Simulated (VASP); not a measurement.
# Fe3Ge (Pm-3m) in VASP: notebook

Runs on Fe3Ge. Level: PBEsol. Tasks: single point.

Program: VASP 6.6.1. These are calculated values, not measurements. Logs are shortened: lines on timing, memory, paths and dates and some standing lists are left out, and cuts for length are marked.

## Step 1: The cell of the first run

The structure is cubic, space group Pm-3m (No. 221). Conventional cell: a = 3.586 Å, b = 3.586 Å, c = 3.586 Å, α = 90.00°, β = 90.00°, γ = 90.00°. Ge (site symmetry m-3m) has 12 Fe at 2.54 Å within 3.3 Å. Within 3.3 Å of Fe (site symmetry 4/mmm) lie 4 Ge at 2.54 Å and 8 Fe at 2.54 Å.

## Step 2: Single point, PBEsol, collinear spin, ferromagnetic start

INCAR

```
ALGO     = Normal         # electronic algorithm
EDIFF    = 1E-6           # SCF threshold, eV
ENCUT    = 520            # plane-wave cutoff, eV
GGA      = PS             # functional
ISIF     = 2              # what is computed and relaxed
ISMEAR   = -1             # smearing method
ISPIN    = 2              # spin polarisation
LASPH    = T              # aspherical terms in the spheres
LCHARG   = F              # write CHGCAR
LMAXMIX  = 4              # l up to which the mixer works
LORBIT   = 11             # projections on sites
LREAL    = F              # projectors in reciprocal space
LWAVE    = F              # write WAVECAR
MAGMOM   = 0 3 3 3        # initial moments
NBANDS   = 31             # bands
NELM     = 150            # most SCF steps
PREC     = Accurate       # precision mode
SIGMA    = 0.05           # smearing width, eV
```

KPOINTS

```
k-points
0
Gamma
  7 7 7
```

POSCAR

```
Fe3Ge
1.0
    3.5857754603      0.0000000000      0.0000000000
    0.0000000000      3.5857754603      0.0000000000
    0.0000000000      0.0000000000      3.5857754603
Ge Fe
1 3
Direct
    0.0000000000      0.0000000000      0.0000000000
    0.5000000000      0.0000000000      0.5000000000
    0.5000000000      0.5000000000      0.0000000000
    0.0000000000      0.5000000000      0.5000000000
```

Potentials or basis: VASP PAW PBE potentials, release 64 (Ge_d, Fe).

Run with:

```bash
cat potpaw_PBE.64/Ge_d/POTCAR potpaw_PBE.64/Fe/POTCAR > POTCAR
mpirun -np 1 vasp_std > vasp.out
```

OUTCAR:

```text
EDIFF = 1E-6
   ENCUT = 520
   GGA = PS
   ISIF = 2
   ISMEAR = -1
   ISPIN = 2
   LASPH = T
   LORBIT = 11
   LREAL = F
   NELM = 150
   PREC = Accurate

 ion  position               nearest neighbor table
   1  0.000  0.000  0.000-   2 2.54   3 2.54   4 2.54   2 2.54   4 2.54   3 2.54   4 2.54   4 2.54
                             2 2.54   3 2.54   2 2.54   3 2.54
   2  0.500  0.000  0.500-   1 2.54   3 2.54   4 2.54   1 2.54   3 2.54   3 2.54   4 2.54   3 2.54
                             1 2.54   4 2.54   1 2.54   4 2.54
   3  0.500  0.500  0.000-   1 2.54   2 2.54   4 2.54   2 2.54   4 2.54   1 2.54   2 2.54   2 2.54
                             1 2.54   4 2.54   4 2.54   1 2.54
   4  0.000  0.500  0.500-   1 2.54   2 2.54   3 2.54   1 2.54   3 2.54   1 2.54   2 2.54   1 2.54
                             2 2.54   3 2.54   3 2.54   2 2.54

  LATTYP: Found a simple cubic cell.
 ALAT       =     3.5857754603

  Lattice vectors:

 A1 = (   3.5857754603,   0.0000000000,   0.0000000000)
 A2 = (   0.0000000000,   3.5857754603,   0.0000000000)
 A3 = (   0.0000000000,   0.0000000000,   3.5857754603)

Analysis of symmetry for initial positions (statically):
=====================================================================
 Subroutine PRICEL returns:
 Original cell was already a primitive cell.

 Routine SETGRP: Setting up the symmetry group for a
 simple cubic supercell.

 Subroutine GETGRP returns: Found 48 space group operations
 (whereof 48 operations were pure point group operations)
 out of a pool of 48 trial point group operations.

The static configuration has the point symmetry O_h .

Analysis of symmetry for dynamics (positions and initial velocities):
=====================================================================
 Subroutine PRICEL returns:
 Original cell was already a primitive cell.

 Routine SETGRP: Setting up the symmetry group for a
 simple cubic supercell.

 Subroutine GETGRP returns: Found 48 space group operations
 (whereof 48 operations were pure point group operations)
 out of a pool of 48 trial point group operations.

The dynamic configuration has the point symmetry O_h .

Analysis of structural, dynamic, and magnetic symmetry:
=====================================================================
 Subroutine PRICEL returns:
[... 131 lines left out ...]
  Thomas-Fermi vector in A             =   2.641782
   LORBIT       =     11    0 simple, 1 ext, 2 COOP (PROOUT), +10 PAW based schemes
   GGA     = PS    functional components
   LHFCALC =     F    Hartree Fock is set to
   AEXX    =    0.0000 exact exchange contribution
   IVDW    =     0    specifies the selected vdW correction
   LEPSILON=     F    determine dielectric tensor
   LRPA    =     F    only Hartree local field effects (RPA)
 spin polarized calculation
  energy-cutoff  :      520.00
  volume of cell :       46.11
 maximum number of plane-waves:      1265
 NGX is ok and might be reduce to    28
   NGX = 13   NGY = 13   NGZ = 13

 number of electron      37.9999978 magnetization       6.2326310

 Free energy of the ion-electron system (eV)
  ---------------------------------------------------
  ext. energy  EPLUGINS =         0.00000000
  ---------------------------------------------------
  free energy    TOTEN  =       -32.24725111 eV

  energy without entropy =      -32.22218910  energy(sigma->0) =      -32.23472011

 E-fermi :   7.8124     XC(G=0): -13.4358

 val. band max:        7.8054620806   @ k =   0.2857   0.1429   0.0000
 cond. band min:       7.8451312701   @ k =   0.1429   0.0000   0.0000
 fundamental gap:      0.0396691895
 Fermi energy:         7.8124080673

 spin component 1

 k-point     1 :       0.0000    0.0000    0.0000
  band No.  band energies     occupation
      1     -16.9182      1.00000
      2     -16.9182      1.00000
      3     -16.9105      1.00000
      4     -16.9105      1.00000
      5     -16.9105      1.00000
      6      -4.7805      1.00000
[... 669 lines left out ...]
     30      23.1324      0.00000
     31      23.3476      0.00000
 Fermi energy:         7.8124080673

 spin component 2

 k-point     1 :       0.0000    0.0000    0.0000
  band No.  band energies     occupation
      1     -16.9415      1.00000
      2     -16.9415      1.00000
      3     -16.9308      1.00000
      4     -16.9308      1.00000
      5     -16.9308      1.00000
      6      -4.6999      1.00000
[... 669 lines left out ...]
     30      23.2224      0.00000
     31      23.5050      0.00000

------------------------ aborting loop because EDIFF is reached ----------------------------------------

  FORCE on cell =-STRESS in cart. coord.  units (eV):
  Direction    XX          YY          ZZ          XY          YZ          ZX
  --------------------------------------------------------------------------------------
  -------------------------------------------------------------------------------------
  Total       -0.0963140     -0.0963140     -0.0963140     -0.0000000      0.0000000      0.0000000
  in kB       -3.3469615     -3.3469615     -3.3469615     -0.0000000      0.0000000      0.0000000
  external PRESSURE =      -3.3469615 kB  Pullay stress =       0.0000000 kB

 VOLUME and BASIS-vectors are now :
 -----------------------------------------------------------------------------
  energy-cutoff  :      520.00
  volume of cell :       46.11
      direct lattice vectors                 reciprocal lattice vectors
     3.585775460  0.000000000  0.000000000     0.278879704  0.000000000  0.000000000
     0.000000000  3.585775460  0.000000000     0.000000000  0.278879704  0.000000000
     0.000000000  0.000000000  3.585775460     0.000000000  0.000000000  0.278879704

 POSITION                                       TOTAL-FORCE (eV/Angst)
 -----------------------------------------------------------------------------------
      0.00000      0.00000      0.00000         0.000000      0.000000      0.000000
      1.79289      0.00000      1.79289         0.000000      0.000000      0.000000
      1.79289      1.79289      0.00000         0.000000      0.000000      0.000000
      0.00000      1.79289      1.79289         0.000000      0.000000      0.000000
 -----------------------------------------------------------------------------------
    total drift:                                0.000000      0.000000      0.000000

  FREE ENERGIE OF THE ION-ELECTRON SYSTEM (eV)
  ---------------------------------------------------
  free  energy   TOTEN  =       -32.2472511082 eV

  energy  without entropy=      -32.2221891024  energy(sigma->0) =      -32.23472011

 total charge

# of ion       s       p       d       tot
------------------------------------------
    1        1.085   1.340  10.128  12.553
    2        0.455   0.554   6.332   7.341
    3        0.455   0.554   6.332   7.341
    4        0.455   0.554   6.332   7.341
--------------------------------------------------
tot          2.450   3.003  29.124  34.577

 magnetization (x)

# of ion       s       p       d       tot
------------------------------------------
    1       -0.000  -0.143   0.013  -0.130
    2        0.001  -0.004   2.109   2.106
    3        0.001  -0.004   2.109   2.106
    4        0.001  -0.004   2.109   2.106
--------------------------------------------------
tot          0.003  -0.156   6.340   6.188
```

stdout:

```text
POSCAR found type information on POSCAR GeFe
 POSCAR found :  2 types and       4 ions
 scaLAPACK will be used
 -----------------------------------------------------------------------------
|                                                                             |
|                                                                             |
|     You enforced a specific xc type in the INCAR file but a different       |
|     I HOPE YOU KNOW WHAT YOU ARE DOING!                                     |
|                                                                             |
 -----------------------------------------------------------------------------

 LDA part: xc-table for (Slater+PW92), standard interpolation
 POSCAR, INCAR and KPOINTS ok, starting setup
 FFT: planning ... GRIDC
 FFT: planning ... GRID_SOFT
 FFT: planning ... GRID
 WAVECAR not read
 entering main loop
```

Run time: 70 s. Hardware: 1 thread of AMD EPYC 7R43 (Zen 3), shared host; peak memory 0.16 GiB.

What came out:

```yaml
Free_energy: -32.2473 eV
Pressure: -0.3 GPa
Net_moment: 6.23 μB per cell
Site_moments: Ge -0.13; Fe +2.11 μB
Valence_electrons_inside_the_program's_atomic_spheres: Ge 12.55; Fe 7.34
```

Caveat: the PAW data sets were made with another functional, which shifts forces and pressure a little.

(Part 1 of 2 ends here.)
